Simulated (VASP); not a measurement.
Runs of VASP 6.6.1 on Ag. The structure is that of space group R-3m (No. 166), or close to it. The cells are those of the table. 

```tsv
task	cell	k mesh	gap on the mesh (eV)	pressure (GPa)
single point	a = 7.353 Å, angles 23.0°, 3 atoms	10 × 10 × 10	none	-5.7
relaxation of the atoms	atoms relaxed from a = 7.473 Å, angles 22.7°, 3 atoms	9 × 9 × 9	none	-8.4
relaxation of the atoms	atoms relaxed from a = 7.333 Å, angles 23.2°, 3 atoms	9 × 9 × 9	none	-7.0
relaxation of the atoms	atoms relaxed from a = 7.683 Å, angles 22.1°, 3 atoms	9 × 9 × 9	none	-10.1
single point	a = 7.452 Å, angles 23.0°, 3 atoms	10 × 10 × 10	none	(a)
```

Alike in all rows: level PBEsol; potentials or basis VASP PAW PBE potentials, release 64 (Ag); no spin polarisation; cutoff (eV) 520; smearing fermi-dirac 0.05 eV.

Problem. Estimate the missing entries.

Solution. (a) -8.6.

Caveats: the PAW data sets were made with another functional, which shifts forces and pressure a little; the relaxation stopped at its first step, so nothing moved (at least some runs); the cell stands under tension (at least some runs).

A k mesh can miss the band edges, and the runs leave out spin-orbit coupling on Ag.

A gap of «none» marks levels without a gap at the run's occupations.
